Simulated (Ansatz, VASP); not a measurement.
## Two plane-wave programs on RbBr

```xyz
2
Lattice="0.0000 3.4617 3.4617 3.4617 0.0000 3.4617 3.4617 3.4617 0.0000" Properties=species:S:1:pos:R:3 pbc="T T T"
Rb    0.0000    0.0000    0.0000
Br    3.4617    3.4617    3.4617
```

Alike in both runs: functional r2SCAN; k mesh 6 × 6 × 6; occupations methfessel-paxton of order 1, width 0.05 eV; no spin polarisation.

Ansatz relaxed the structure, and its values are those at the end. VASP's run is a single point on that final structure, the one shown.

|  | VASP | Ansatz |
| --- | --- | --- |
| version | VASP 6.6.1 | Ansatz 0.2.0 |
| potentials or method | VASP PAW PBE potentials, release 64 (Rb_sv, Br) | plane waves, PAW |
| plane-wave cutoff (eV) | 520 | 500 |
| valence electrons in the cell | 16 | 16 |

|  | VASP | Ansatz | Ansatz less VASP |
| --- | --- | --- | --- |
| pressure (GPa) | 0.0 | 0.0 | -0.02 |

VASP's potentials were made for PBE, not for r2SCAN.
